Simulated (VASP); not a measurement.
# AlNi (P4/mmm) in VASP: further runs

Runs on AlNi. Level: PBEsol. Tasks: vibrations by perturbation theory.

Everything below comes from runs of VASP 6.6.1. Logs are shortened: lines on timing, memory, paths and dates and some standing lists are left out, and cuts for length are marked.

**1. The cell of the first run**

The typed cell holds 2 atoms: a = 2.862 Å, b = 2.862 Å, c = 2.865 Å, α = 90.00°, β = 90.00°, γ = 90.00°.

**2. Vibrations by perturbation theory, PBEsol**

INCAR

```
ALGO = Normal
EDIFF = 1E-8
ENCUT = 520
GGA = PS
IBRION = 8
ISIF = 2
ISMEAR = -1
LASPH = True
LCHARG = True
LREAL = False
LWAVE = False
NBANDS = 14
NELM = 60
NSW = 1
PREC = Accurate
SIGMA = 0.05
```

KPOINTS

```
k-points
0
Gamma
  16 16 14
```

POSCAR

```
AlNi
1.0
    2.0240845329     -2.0240834525      0.0000000000
    2.0240845329      2.0240834525      0.0000000000
    0.0000000000      0.0000000000      2.8647504702
Al Ni
1 1
Direct
    0.0000000000      0.0000000000      0.0000000000
    0.5000000000      0.5000000000      0.5000000000
```

Potentials or basis: VASP PAW PBE potentials, release 64 (Al, Ni).

Run with:

```sh
> cat potpaw_PBE.64/Al/POTCAR potpaw_PBE.64/Ni/POTCAR > POTCAR
> mpirun -np 1 vasp_std > vasp.out
```

OUTCAR:

```text
EDIFF = 1E-8
   ENCUT = 520
   GGA = PS
   IBRION = 8
   ISIF = 2
   ISMEAR = -1
   LASPH = True
   LREAL = False
   NELM = 60
   NSW = 1
   PREC = Accurate

 ion  position               nearest neighbor table
   1  0.000  0.000  0.000-   2 2.48   2 2.48   2 2.48   2 2.48   2 2.48   2 2.48   2 2.48   2 2.48

   2  0.500  0.500  0.500-   1 2.48   1 2.48   1 2.48   1 2.48   1 2.48   1 2.48   1 2.48   1 2.48

  LATTYP: Found a simple tetragonal cell.
 ALAT       =     2.8624870339
 C/A-ratio  =     1.0007907237

  Lattice vectors:

 A1 = (   2.0240845329,  -2.0240834525,   0.0000000000)
 A2 = (   2.0240845329,   2.0240834525,   0.0000000000)
 A3 = (   0.0000000000,   0.0000000000,   2.8647504702)

Analysis of symmetry for initial positions (statically):
=====================================================================
 Subroutine PRICEL returns:
 Original cell was already a primitive cell.

 Routine SETGRP: Setting up the symmetry group for a
 simple tetragonal supercell.

 Subroutine GETGRP returns: Found 16 space group operations
 (whereof 16 operations were pure point group operations)
 out of a pool of 16 trial point group operations.

The static configuration has the point symmetry D_4h.

Analysis of symmetry for dynamics (positions and initial velocities):
=====================================================================
 Subroutine PRICEL returns:
 Original cell was already a primitive cell.

 Routine SETGRP: Setting up the symmetry group for a
 simple tetragonal supercell.

 Subroutine GETGRP returns: Found 16 space group operations
 (whereof 16 operations were pure point group operations)
 out of a pool of 16 trial point group operations.

The dynamic configuration has the point symmetry D_4h.

 Subroutine INISYM returns: Found 16 space group operations
 (whereof 16 operations are pure point group operations),
 and found     1 'primitive' translations

----------------------------------------------------------------------------------------

                                     Primitive cell

  volume of cell :      23.4733

  direct lattice vectors                    reciprocal lattice vectors
     2.024084533 -2.024083453  0.000000000     0.247025256 -0.247025388  0.000000000
     2.024084533  2.024083453  0.000000000     0.247025256  0.247025388  0.000000000
     0.000000000  0.000000000  2.864750470     0.000000000  0.000000000  0.349070542

  length of vectors
     2.862487034  2.862487034  2.864750470     0.349346561  0.349346561  0.349070542

  position of ions in fractional coordinates (direct lattice)
     0.000000000  0.000000000  0.000000000
     0.500000000  0.500000000  0.500000000

  ion indices of the primitive-cell ions
   primitive index   ion index
                 1           1
                 2           2

----------------------------------------------------------------------------------------

 KPOINTS: k-points

Automatic generation of k-mesh.
 Grid dimensions read from file:
 generate k-points for:   16   16   14

 Generating k-lattice:

  Cartesian coordinates                     Fractional coordinates (reciprocal lattice)
     0.015439079 -0.015439087  0.000000000     0.062500000  0.000000000  0.000000000
     0.015439079  0.015439087  0.000000000     0.000000000  0.062500000  0.000000000
     0.000000000  0.000000000  0.024933610     0.000000000  0.000000000  0.071428571

  Length of vectors
     0.021834160  0.021834160  0.024933610

  Shift w.r.t. Gamma in fractional coordinates (k-lattice)
     0.000000000  0.000000000  0.000000000

 Subroutine IBZKPT returns following result:
 ===========================================

 Found    360 irreducible k-points:

 Following reciprocal coordinates:
            Coordinates               Weight
  0.000000  0.000000  0.000000      1.000000
  0.062500  0.000000  0.000000      4.000000
  0.125000  0.000000  0.000000      4.000000
  0.187500  0.000000  0.000000      4.000000
  0.250000  0.000000  0.000000      4.000000
  0.312500  0.000000  0.000000      4.000000
[... 16 lines left out ...]
  0.437500  0.125000  0.000000      8.000000
  0.500000  0.125000  0.000000      4.000000
 [... further k-points ...]
   k-points           NKPTS =    360   k-points in BZ     NKDIM =    360   number of bands    NBANDS=     14
   number of dos      NEDOS =    301   number of ions     NIONS =      2
   total plane-waves  NPLWV =  13824
   dimension x,y,z NGX =    24 NGY =   24 NGZ =   24
   dimension x,y,z NGXF=    48 NGYF=   48 NGZF=   48
   ions per type =               1   1
   NGX,Y,Z   is equivalent  to a cutoff of  13.94, 13.94, 13.93 a.u.
   NGXF,Y,Z  is equivalent  to a cutoff of  27.88, 27.88, 27.86 a.u.
 SYSTEM =  unknown system
   PREC   = accura    normal or accurate (medium, high low for compatibility)
   ISTART =      0    job   : 0-new  1-cont  2-samecut
   ICHARG =      2    charge: 1-file 2-atom 10-const
   ISPIN  =      1    spin polarized calculation?
   LNONCOLLINEAR =      F non collinear calculations
   LSORBIT =      F    spin-orbit coupling
   LASPH  =      T    aspherical Exc in radial PAW
   ENCUT  =  520.0 eV  38.22 Ry    6.18 a.u.   5.32  5.32  5.33*2*pi/ulx,y,z
   NELM   =     60;   NELMIN=  2; NELMDL= -5     # of ELM steps
   EDIFF  = 0.1E-07   stopping-criterion for ELM
   LREAL  =      F    real-space projection
   EDIFFG = 0.1E-06   stopping-criterion for IOM
   NSW    =      1    number of steps for IOM
   IBRION =      8    ionic relax: 0-MD 1-quasi-New 2-CG
   NFREE  =      0    steps in history (QN), initial steepest desc. (CG)
   ISIF   =      2    stress and relaxation
   ISYM   =      2    0-nonsym 1-usesym 2-fastsym
   POTIM  = 0.5000    time-step for ionic-motion
   TEBEG  =    0.0;   TEEND  =   0.0 temperature during run
   PSTRESS=    0.0 pullay stress
   NELECT =      13.0000    total number of electrons
   NUPDOWN=      -1.0000    fix difference up-down
   EMIN   =  10.00;   EMAX   =-10.00  energy-range for DOS
   EFERMI =   0.00;   METHOD = LEGACY
   ISMEAR =    -1;   SIGMA  =   0.05  broadening in eV -4-tet -1-fermi 0-gaus
   EFERMI_NEDOS =   21; number of points for ismear=-14 and -15
   IALGO  =     38    algorithm
   IMIX   =      4    mixing-type and parameters
     AMIX     =   0.40;   BMIX     =  1.00
     AMIX_MAG =   1.60;   BMIX_MAG =  1.00
  volume/ion in A,a.u.               =      11.74        79.20
  Fermi-wavevector in a.u.,A,eV,Ry     =   1.344409  2.540564 24.591645  1.807435
  Thomas-Fermi vector in A             =   2.472405
   LORBIT       =      0    0 simple, 1 ext, 2 COOP (PROOUT), +10 PAW based schemes
   GGA     = PS    functional components
   LHFCALC =     F    Hartree Fock is set to
   AEXX    =    0.0000 exact exchange contribution
   IVDW    =     0    specifies the selected vdW correction
   LEPSILON=     F    determine dielectric tensor
   LRPA    =     F    only Hartree local field effects (RPA)
 non-spin polarized calculation
  energy-cutoff  :      520.00
  volume of cell :       23.47
 maximum number of plane-waves:       655
 NGX is ok and might be reduce to    24
   NGX = 11   NGY = 11   NGZ = 11

--------------------------------------- Ionic step        1  -------------------------------------------

 number of electron      13.0000010 magnetization

 Free energy of the ion-electron system (eV)
  ---------------------------------------------------
  ext. energy  EPLUGINS =         0.00000000
  ---------------------------------------------------
  free energy    TOTEN  =       -11.59007560 eV

  energy without entropy =      -11.58378408  energy(sigma->0) =      -11.58692984

 E-fermi :  10.1362     XC(G=0): -12.2563

 val. band max:       10.1300087888   @ k =   0.2500   0.0625   0.3571
 cond. band min:      10.1475147264   @ k =   0.5000   0.5000   0.2857
 fundamental gap:      0.0175059376
 Fermi energy:        10.1362050530

 k-point     1 :       0.0000    0.0000    0.0000
  band No.  band energies     occupation
      1      -1.1239      2.00000
      2       6.8173      2.00000
      3       6.8188      2.00000
      4       8.5643      2.00000
      5       8.5643      2.00000
      6       8.5647      2.00000
      7      15.6998      0.00000
      8      15.7284      0.00000
      9      15.7284      0.00000
     10      18.3469      0.00000
     11      18.3529      0.00000
     12      24.2066      0.00000
     13      31.2534      0.00000
     14      31.2626      0.00000
[... 377 lines left out ...]
      1       3.3445      2.00000
      2       3.5422      2.00000
      3       7.3688      2.00000
      4       7.7728      2.00000
      5       7.8643      2.00000
      6       8.5525      2.00000
      7       9.4827      2.00000
      8      17.1705      0.00000
      9      18.1266      0.00000
     10      20.6557      0.00000
     11      21.3357      0.00000
     12      21.5303      0.00000
     13      25.6975      0.00000
     14      26.3639      0.00000

 [... further k-points ...]
[... 5 lines left out ...]
  --------------------------------------------------------------------------------------
  -------------------------------------------------------------------------------------
  Total       -0.0172268     -0.0172267      0.0180577      0.0000000      0.0000000      0.0000000
  in kB       -1.1758186     -1.1758174      1.2325374      0.0000000      0.0000000      0.0000000
  external PRESSURE =      -0.3730328 kB  Pullay stress =       0.0000000 kB

 VOLUME and BASIS-vectors are now :
 -----------------------------------------------------------------------------
  energy-cutoff  :      520.00
  volume of cell :       23.47
      direct lattice vectors                 reciprocal lattice vectors
     2.024084533 -2.024083453  0.000000000     0.247025256 -0.247025388  0.000000000
     2.024084533  2.024083453  0.000000000     0.247025256  0.247025388  0.000000000
     0.000000000  0.000000000  2.864750470     0.000000000  0.000000000  0.349070542

 POSITION                                       TOTAL-FORCE (eV/Angst)
 -----------------------------------------------------------------------------------
      0.00000      0.00000      0.00000         0.000000      0.000000      0.000000
      2.02408      0.00000      1.43238        -0.000000     -0.000000      0.000000
 -----------------------------------------------------------------------------------
    total drift:                                0.000000     -0.000000     -0.000000

  FREE ENERGIE OF THE ION-ELECTRON SYSTEM (eV)
  ---------------------------------------------------
  free  energy   TOTEN  =       -11.5900755997 eV

  energy  without entropy=      -11.5837840755  energy(sigma->0) =      -11.58692984

[... ionic steps 2 to 3 ...]

--------------------------------------- Ionic step        4  -------------------------------------------

------------------------ aborting loop because EDIFF is reached ----------------------------------------
[... 11 lines left out ...]
[... ionic steps 8 to 8 ...]

--------------------------------------- Ionic step        9  -------------------------------------------

 Free energy of the ion-electron system (eV)
  ---------------------------------------------------
  ---------------------------------------------------
  free energy    TOTEN  =        -0.18534821 eV

  energy without entropy =       -0.18534821

------------------------ aborting loop because EDIFF is reached ----------------------------------------

 INTERNAL STRAIN TENSOR  FOR ION    2  DIRECTION 3   (eV/Angst):
 -----------------------------------------------------------------------------
     0.00971  0.00000  0.00000
     0.00000  0.00971  0.00000
    -0.00000  0.00000  0.02962

 INTERNAL STRAIN TENSOR FOR ION    2 for displacements in x,y,z  (eV/Angst):
          X           Y           Z          XY          YZ          ZX
  --------------------------------------------------------------------------------
  x     0.00000     0.00000     0.00000     0.00000     0.00000     0.00000
  y     0.00000     0.00000     0.00000     0.00000     0.00000     0.00000
  z     0.00000     0.00000     0.00000     0.00000     0.00000     0.00000

 SECOND DERIVATIVES (NOT SYMMETRIZED)
 ------------------------------------
               1X          1Y          1Z          2X          2Y          2Z
  1X    -6.218037    0.000000    0.000000    6.218037    0.000000    0.000000
  1Y     0.000000   -6.218030    0.000000    0.000000    6.218030    0.000000
  1Z     0.000000   -0.000000   -6.233485    0.000000    0.000000    6.233485
  2X     6.252346    0.000000    0.000000   -6.252346    0.000000    0.000000
  2Y     0.000000    6.252339    0.000000    0.000000   -6.252339    0.000000
  2Z     0.000000    0.000000    6.267669    0.000000    0.000000   -6.267669

 Eigenvectors and eigenvalues of the dynamical matrix
 ----------------------------------------------------

   1 f  =    9.086510 THz    57.092224 2PiTHz  303.093336 cm-1    37.578767 meV
             X         Y         Z           dx          dy          dz
      0.000000  0.000000  0.000000     0.000000   -0.000000   -0.826971
      2.024085  0.000000  1.432375     0.000000    0.000000    0.562245
[... 21 lines left out ...]
   6 f/i=    0.011609 THz     0.072943 2PiTHz    0.387240 cm-1     0.048012 meV
             X         Y         Z           dx          dy          dz
      0.000000  0.000000  0.000000    -0.562251    0.000000    0.000000
      2.024085  0.000000  1.432375    -0.826967    0.000000    0.000000

--------------------------------------------------------------------------------------------------------

 ELASTIC MODULI CONTR FROM IONIC RELAXATION (kBar)
 Direction    XX          YY          ZZ          XY          YZ          ZX
 --------------------------------------------------------------------------------
 XX           0.0000      0.0000      0.0000      0.0000      0.0000      0.0000
 YY           0.0000      0.0000      0.0000      0.0000      0.0000      0.0000
 ZZ           0.0000      0.0000      0.0000      0.0000      0.0000      0.0000
 XY           0.0000      0.0000      0.0000      0.0000      0.0000      0.0000
 YZ           0.0000      0.0000      0.0000      0.0000      0.0000      0.0000
 ZX           0.0000      0.0000      0.0000      0.0000      0.0000      0.0000
 --------------------------------------------------------------------------------
```

Wall time 8.7 min (1 thread of Intel Xeon 8259CL, shared host); peak memory 0.51 GiB.

Results:

| Property | Result |
| --- | --- |
| Highest phonon frequency at Γ | 303 cm⁻¹ |

Phonon frequencies in cm⁻¹ (negative: imaginary):
| q point | frequencies |
| --- | --- |
| (0.000, 0.000, 0.000) | 0 0 0 303 303 303 |

Caveat: the PAW data sets were made with another functional, which shifts forces and pressure a little. Spin polarisation is off, so any magnetic state and its effect on volume and gap are missing.

**3. Vibrations by perturbation theory, PBEsol**

INCAR

```
SYSTEM = AlNi
ALGO = Normal
EDIFF = 1E-8
ENCUT = 520
GGA = PS
IBRION = 8
ISIF = 2
ISMEAR = -1
LASPH = .TRUE.
LCHARG = .TRUE.
LREAL = .FALSE.
LWAVE = .FALSE.
NBANDS = 14
NELM = 100
NSW = 1
PREC = Accurate
SIGMA = 0.15
```

KPOINTS

```
k-points
0
G
  16 16 14
  0 0 0
```

POSCAR is that of step 2.

Potentials or basis: VASP PAW PBE potentials, release 64 (Al, Ni).

Run with:

```sh
> cat potpaw_PBE.64/Al/POTCAR potpaw_PBE.64/Ni/POTCAR > POTCAR
> mpirun -np 1 vasp_std > vasp.out
```

OUTCAR:

```text
SYSTEM = AlNi
   EDIFF = 1E-8
   ENCUT = 520
   GGA = PS
   IBRION = 8
   ISIF = 2
   ISMEAR = -1
   LASPH = .TRUE.
   LREAL = .FALSE.
   NELM = 100
   NSW = 1
   PREC = Accurate

 ion  position               nearest neighbor table
   1  0.000  0.000  0.000-   2 2.48   2 2.48   2 2.48   2 2.48   2 2.48   2 2.48   2 2.48   2 2.48

   2  0.500  0.500  0.500-   1 2.48   1 2.48   1 2.48   1 2.48   1 2.48   1 2.48   1 2.48   1 2.48

  LATTYP: Found a simple tetragonal cell.
[... 678 lines left out ...]
               1X          1Y          1Z          2X          2Y          2Z
  1X    -6.239039    0.000000    0.000000    6.239039    0.000000    0.000000
  1Y     0.000000   -6.239032    0.000000    0.000000    6.239032    0.000000
  1Z     0.000000    0.000000   -6.242815    0.000000   -0.000000    6.242815
  2X     6.273097    0.000000    0.000000   -6.273097    0.000000    0.000000
  2Y     0.000000    6.273090    0.000000    0.000000   -6.273090    0.000000
  2Z    -0.000000    0.000000    6.276718    0.000000    0.000000   -6.276718

 Eigenvectors and eigenvalues of the dynamical matrix
 ----------------------------------------------------

   1 f  =    9.093231 THz    57.134455 2PiTHz  303.317536 cm-1    37.606565 meV
             X         Y         Z           dx          dy          dz
      0.000000  0.000000  0.000000    -0.000000    0.000000    0.826978
      2.024085  0.000000  1.432375     0.000000    0.000000   -0.562235
[... 21 lines left out ...]
   6 f/i=    0.011505 THz     0.072290 2PiTHz    0.383775 cm-1     0.047582 meV
             X         Y         Z           dx          dy          dz
      0.000000  0.000000  0.000000    -0.562240    0.000013   -0.000000
      2.024085  0.000000  1.432375    -0.826974    0.000018    0.000000

--------------------------------------------------------------------------------------------------------

 ELASTIC MODULI CONTR FROM IONIC RELAXATION (kBar)
 Direction    XX          YY          ZZ          XY          YZ          ZX
 --------------------------------------------------------------------------------
 XX           0.0000      0.0000      0.0000      0.0000      0.0000      0.0000
 YY           0.0000      0.0000      0.0000      0.0000      0.0000      0.0000
 ZZ           0.0000      0.0000      0.0000      0.0000      0.0000      0.0000
 XY           0.0000      0.0000      0.0000      0.0000      0.0000      0.0000
 YZ           0.0000      0.0000      0.0000      0.0000      0.0000      0.0000
 ZX           0.0000      0.0000      0.0000      0.0000      0.0000      0.0000
 --------------------------------------------------------------------------------
```

OSZICAR:

```text
N       E                     dE             d eps       ncg     rms          rms(c)
DAV:   1     0.394165215374E+02    0.39417E+02   -0.53932E+03 10264   0.968E+02
DAV:   2    -0.115665251613E+02   -0.50983E+02   -0.46050E+02 10812   0.181E+02
[... 73 lines left out ...]
RMM:   7    -0.185276207206E+00    0.15825E-04   -0.10249E-07 18691   0.242E-03    0.346E-04
RMM:   8    -0.185272058069E+00    0.41491E-05   -0.86183E-09 19366   0.487E-04    0.725E-05
RMM:   9    -0.185271266500E+00    0.79157E-06   -0.74874E-09 19309   0.151E-04    0.233E-05
RMM:  10    -0.185271017199E+00    0.24930E-06   -0.63623E-09 19137   0.694E-05    0.479E-06
RMM:  11    -0.185271036909E+00   -0.19710E-07   -0.69007E-09 20061   0.368E-05    0.135E-06
RMM:  12    -0.185271043322E+00   -0.64130E-08   -0.64989E-09 18787   0.261E-05    0.751E-07
 Linear response finished
```

Wall time 7.1 min (1 thread of Intel Xeon 8259CL, shared host); peak memory 0.51 GiB.

Results:

```yaml
Highest_phonon_frequency_at_Γ: 303 cm⁻¹
```

Phonon frequencies in cm⁻¹ (negative: imaginary):
| q point | frequencies |
| --- | --- |
| (0.000, 0.000, 0.000) | 0 0 0 303 303 303 |

Caveat: the PAW data sets were made with another functional, which shifts forces and pressure a little. Spin polarisation is off, so any magnetic state and its effect on volume and gap are missing.
